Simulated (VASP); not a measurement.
# ErB in VASP: a series of runs

Runs on ErB. Level: PBE. Tasks: single point, relaxation of cell and atoms.

Program: VASP 6.6.1. These are calculated values, not measurements. Logs are shortened: lines on timing, memory, paths and dates and some standing lists are left out, and cuts for length are marked.

## Step 1: The cell of the first run

The typed cell holds 2 atoms: a = 3.166 Å, b = 3.166 Å, c = 3.173 Å, α = 90.00°, β = 90.00°, γ = 90.00°.

The cell was generated, and may not be a known phase.

## Step 2: Single point, PBE

INCAR reads:

```
SYSTEM = ErB
PREC = Accurate
ENCUT = 500
EDIFF = 1E-6
ISMEAR = 0
SIGMA = 0.1
LREAL = .False.
LASPH = .True.
NELM = 200
ALGO = Normal
ISIF = 2
LWAVE = .False.
LCHARG = .True.
GGA = PE
LELF = .True.
LVHAR = .True.
NBANDS = 13
GGA_COMPAT = .False.
LMAXMIX = 6
```

KPOINTS reads:

```
Automatic mesh
0
Gamma
  20 20 14
  0 0 0
```

POSCAR reads:

```
ErB
1.0
    3.1662151402      0.0000000000      0.0000000000
    0.0000000000      3.1662151402      0.0000000000
    0.0000000000      0.0000000000      3.1725040312
Er B
1 1
Direct
    0.0000000000      0.0000000000      0.0000000000
    0.5000000000      0.5000000000      0.5000000000
```

Potentials or basis: VASP PAW PBE potentials, release 64 (Er_3, B), 4f in core.

Command:

```sh
$ cat potpaw_PBE.64/Er_3/POTCAR potpaw_PBE.64/B/POTCAR > POTCAR
$ mpirun -np 1 vasp_std > vasp.out
```

OUTCAR:

```text
SYSTEM = ErB
   PREC = Accurate
   ENCUT = 500
   EDIFF = 1E-6
   ISMEAR = 0
   LREAL = .False.
   LASPH = .True.
   NELM = 200
   ISIF = 2
   GGA = PE

 ion  position               nearest neighbor table
   1  0.000  0.000  0.000-   2 2.74   2 2.74   2 2.74   2 2.74   2 2.74   2 2.74   2 2.74   2 2.74

   2  0.500  0.500  0.500-   1 2.74   1 2.74   1 2.74   1 2.74   1 2.74   1 2.74   1 2.74   1 2.74

  LATTYP: Found a simple tetragonal cell.
 ALAT       =     3.1662151402
 C/A-ratio  =     1.0019862488

  Lattice vectors:

 A1 = (   3.1662151402,   0.0000000000,   0.0000000000)
 A2 = (   0.0000000000,   3.1662151402,   0.0000000000)
 A3 = (   0.0000000000,   0.0000000000,   3.1725040312)

Analysis of symmetry for initial positions (statically):
=====================================================================
 Subroutine PRICEL returns:
 Original cell was already a primitive cell.

 Routine SETGRP: Setting up the symmetry group for a
 simple tetragonal supercell.

 Subroutine GETGRP returns: Found 16 space group operations
 (whereof 16 operations were pure point group operations)
 out of a pool of 16 trial point group operations.

The static configuration has the point symmetry D_4h.

Analysis of symmetry for dynamics (positions and initial velocities):
=====================================================================
 Subroutine PRICEL returns:
 Original cell was already a primitive cell.

 Routine SETGRP: Setting up the symmetry group for a
 simple tetragonal supercell.

 Subroutine GETGRP returns: Found 16 space group operations
 (whereof 16 operations were pure point group operations)
 out of a pool of 16 trial point group operations.

The dynamic configuration has the point symmetry D_4h.

 Subroutine INISYM returns: Found 16 space group operations
 (whereof 16 operations are pure point group operations),
 and found     1 'primitive' translations

----------------------------------------------------------------------------------------

                                     Primitive cell

  volume of cell :      31.8041

  direct lattice vectors                    reciprocal lattice vectors
     3.166215140  0.000000000  0.000000000     0.315834508  0.000000000  0.000000000
     0.000000000  3.166215140  0.000000000     0.000000000  0.315834508  0.000000000
     0.000000000  0.000000000  3.172504031     0.000000000  0.000000000  0.315208425

  length of vectors
     3.166215140  3.166215140  3.172504031     0.315834508  0.315834508  0.315208425

  position of ions in fractional coordinates (direct lattice)
     0.000000000  0.000000000  0.000000000
     0.500000000  0.500000000  0.500000000

  ion indices of the primitive-cell ions
   primitive index   ion index
                 1           1
                 2           2

----------------------------------------------------------------------------------------

 KPOINTS: Automatic mesh

Automatic generation of k-mesh.
 Grid dimensions read from file:
 generate k-points for:   20   20   14

 Generating k-lattice:

  Cartesian coordinates                     Fractional coordinates (reciprocal lattice)
     0.015791725  0.000000000  0.000000000     0.050000000  0.000000000  0.000000000
     0.000000000  0.015791725  0.000000000     0.000000000  0.050000000  0.000000000
     0.000000000  0.000000000  0.022514888     0.000000000  0.000000000  0.071428571

  Length of vectors
     0.015791725  0.015791725  0.022514888

  Shift w.r.t. Gamma in fractional coordinates (k-lattice)
     0.000000000  0.000000000  0.000000000

 Subroutine IBZKPT returns following result:
 ===========================================

 Found    528 irreducible k-points:

 Following reciprocal coordinates:
            Coordinates               Weight
  0.000000  0.000000  0.000000      1.000000
  0.050000  0.000000  0.000000      4.000000
  0.100000  0.000000  0.000000      4.000000
  0.150000  0.000000  0.000000      4.000000
  0.200000  0.000000  0.000000      4.000000
  0.250000  0.000000  0.000000      4.000000
[... 16 lines left out ...]
  0.150000  0.100000  0.000000      8.000000
  0.200000  0.100000  0.000000      8.000000
 [... further k-points ...]
   k-points           NKPTS =    528   k-points in BZ     NKDIM =    528   number of bands    NBANDS=     13
   number of dos      NEDOS =    301   number of ions     NIONS =      2
   total plane-waves  NPLWV =  13824
   dimension x,y,z NGX =    24 NGY =   24 NGZ =   24
   dimension x,y,z NGXF=    48 NGYF=   48 NGZF=   48
   ions per type =               1   1
   NGX,Y,Z   is equivalent  to a cutoff of  12.60, 12.60, 12.58 a.u.
   NGXF,Y,Z  is equivalent  to a cutoff of  25.20, 25.20, 25.15 a.u.
 SYSTEM =  ErB
   PREC   = accura    normal or accurate (medium, high low for compatibility)
   ISTART =      0    job   : 0-new  1-cont  2-samecut
   ICHARG =      2    charge: 1-file 2-atom 10-const
   ISPIN  =      1    spin polarized calculation?
   LNONCOLLINEAR =      F non collinear calculations
   LSORBIT =      F    spin-orbit coupling
   LASPH  =      T    aspherical Exc in radial PAW
   ENCUT  =  500.0 eV  36.75 Ry    6.06 a.u.   5.77  5.77  5.78*2*pi/ulx,y,z
   NELM   =    200;   NELMIN=  2; NELMDL= -5     # of ELM steps
   EDIFF  = 0.1E-05   stopping-criterion for ELM
   LREAL  =      F    real-space projection
   EDIFFG = 0.1E-04   stopping-criterion for IOM
   NSW    =      0    number of steps for IOM
   IBRION =     -1    ionic relax: 0-MD 1-quasi-New 2-CG
   NFREE  =      0    steps in history (QN), initial steepest desc. (CG)
   ISIF   =      2    stress and relaxation
   ISYM   =      2    0-nonsym 1-usesym 2-fastsym
   POTIM  = 0.5000    time-step for ionic-motion
   TEBEG  =    0.0;   TEEND  =   0.0 temperature during run
   PSTRESS=    0.0 pullay stress
   NELECT =      12.0000    total number of electrons
   NUPDOWN=      -1.0000    fix difference up-down
   EMIN   =  10.00;   EMAX   =-10.00  energy-range for DOS
   EFERMI =   0.00;   METHOD = LEGACY
   ISMEAR =     0;   SIGMA  =   0.10  broadening in eV -4-tet -1-fermi 0-gaus
   EFERMI_NEDOS =   21; number of points for ismear=-14 and -15
   IALGO  =     38    algorithm
   IMIX   =      4    mixing-type and parameters
     AMIX     =   0.40;   BMIX     =  1.00
     AMIX_MAG =   1.60;   BMIX_MAG =  1.00
  volume/ion in A,a.u.               =      15.90       107.31
  Fermi-wavevector in a.u.,A,eV,Ry     =   1.182971  2.235492 19.040283  1.399421
  Thomas-Fermi vector in A             =   2.319215
   LORBIT       =      0    0 simple, 1 ext, 2 COOP (PROOUT), +10 PAW based schemes
   GGA     = PE    functional components
   LHFCALC =     F    Hartree Fock is set to
   AEXX    =    0.0000 exact exchange contribution
   IVDW    =     0    specifies the selected vdW correction
   LEPSILON=     F    determine dielectric tensor
   LRPA    =     F    only Hartree local field effects (RPA)
 non-spin polarized calculation
 Gauss-broadening in eV      SIGMA  =   0.10
  energy-cutoff  :      500.00
  volume of cell :       31.80
 maximum number of plane-waves:       840
 NGX is ok and might be reduce to    24
   NGX = 11   NGY = 11   NGZ = 11

 number of electron      11.9999997 magnetization

 Free energy of the ion-electron system (eV)
  ---------------------------------------------------
  ext. energy  EPLUGINS =         0.00000000
  ---------------------------------------------------
  free energy    TOTEN  =       -10.78571097 eV

  energy without entropy =      -10.78246012  energy(sigma->0) =      -10.78408554

 E-fermi :   4.3973     XC(G=0): -11.1766

 val. band max:        4.3964488001   @ k =   0.4500   0.1000   0.0714
 cond. band min:       4.4091370777   @ k =   0.4000   0.1000   0.0714
 fundamental gap:      0.0126882776
 Fermi energy:         4.3973416083

 k-point     1 :       0.0000    0.0000    0.0000
  band No.  band energies     occupation
      1     -19.3227      2.00000
      2     -19.3171      2.00000
      3     -19.3171      2.00000
      4      -4.7419      2.00000
      5       3.9735      2.00000
      6       3.9752      2.00000
      7       6.8576      0.00000
      8       6.8865      0.00000
      9       6.8865      0.00000
     10      10.9927      0.00000
     11      10.9927      0.00000
     12      11.0147      0.00000
     13      12.9278      0.00000

 k-point     2 :       0.0500    0.0000    0.0000
  band No.  band energies     occupation
      1     -19.3410      2.00000
      2     -19.3205      2.00000
      3     -19.3149      2.00000
      4      -4.6926      2.00000
      5       3.9481      2.00000
      6       3.9963      2.00000
      7       6.7909      0.00000
      8       6.8203      0.00000
      9       6.8720      0.00000
     10      11.0050      0.00000
     11      11.0522      0.00000
     12      11.0733      0.00000
     13      13.0213      0.00000

 k-point     3 :       0.1000    0.0000    0.0000
  band No.  band energies     occupation
      1     -19.4096      2.00000
      2     -19.3142      2.00000
      3     -19.3086      2.00000
      4      -4.5470      2.00000
      5       3.8332      2.00000
      6       4.0627      2.00000
      7       6.6064      0.00000
      8       6.6370      0.00000
      9       6.8908      0.00000
     10      11.0410      0.00000
     11      11.2195      0.00000
     12      11.2384      0.00000
     13      13.2695      0.00000
[... 305 lines left out ...]
 k-point    23 :       0.1500    0.1000    0.0000
  band No.  band energies     occupation
      1     -19.5059      2.00000
      2     -19.3886      2.00000
      3     -19.2960      2.00000
      4      -4.1316      2.00000
      5       3.6537      2.00000
      6       4.0313      2.00000
      7       5.8869      0.00000
      8       6.2544      0.00000
      9       7.5524      0.00000
     10      10.5187      0.00000
     11      11.2750      0.00000
     12      12.1072      0.00000
     13      14.0401      0.00000

 k-point    24 :       0.2000    0.1000    0.0000
  band No.  band energies     occupation
      1     -19.6340      2.00000
      2     -19.3756      2.00000
      3     -19.2836      2.00000
      4      -3.8294      2.00000
      5       3.1911      2.00000
      6       4.1529      1.99945
      7       5.7854      0.00000
      8       6.0197      0.00000
      9       7.8817      0.00000
     10      10.4856      0.00000
     11      11.4285      0.00000
     12      12.3961      0.00000
     13      14.3806      0.00000

 [... further k-points ...]

------------------------ aborting loop because EDIFF is reached ----------------------------------------

  FORCE on cell =-STRESS in cart. coord.  units (eV):
  Direction    XX          YY          ZZ          XY          YZ          ZX
  --------------------------------------------------------------------------------------
  -------------------------------------------------------------------------------------
  Total        0.0914165      0.0914165      0.0868239      0.0000000      0.0000000      0.0000000
  in kB        4.6052380      4.6052380      4.3738812      0.0000000      0.0000000      0.0000000
  external PRESSURE =       4.5281191 kB  Pullay stress =       0.0000000 kB

 VOLUME and BASIS-vectors are now :
 -----------------------------------------------------------------------------
  energy-cutoff  :      500.00
  volume of cell :       31.80
      direct lattice vectors                 reciprocal lattice vectors
     3.166215140  0.000000000  0.000000000     0.315834508  0.000000000  0.000000000
     0.000000000  3.166215140  0.000000000     0.000000000  0.315834508  0.000000000
     0.000000000  0.000000000  3.172504031     0.000000000  0.000000000  0.315208425

 POSITION                                       TOTAL-FORCE (eV/Angst)
 -----------------------------------------------------------------------------------
      0.00000      0.00000      0.00000         0.000000      0.000000      0.000000
      1.58311      1.58311      1.58625         0.000000      0.000000      0.000000
 -----------------------------------------------------------------------------------
    total drift:                                0.000000      0.000000      0.000000

  FREE ENERGIE OF THE ION-ELECTRON SYSTEM (eV)
  ---------------------------------------------------
  free  energy   TOTEN  =       -10.7857109663 eV

  energy  without entropy=      -10.7824601170  energy(sigma->0) =      -10.78408554
```

Wall time 43 s (1 thread of Intel Xeon 6975P-C (Granite Rapids), shared host); peak memory 0.33 GiB.

What came out:

- Free energy: -10.7857 eV
- Pressure: 0.5 GPa
- Band gap on the k mesh: zero (bands 6 and 7 overlap by 3.83 eV)

Caveat: spin-orbit coupling is left out, which moves the levels of the heavy elements; the 4f electrons are frozen in the core, so they carry no moment and show no levels. Spin polarisation is off, so any magnetic state and its effect on volume and gap are missing.

[end of part 1 of 2]
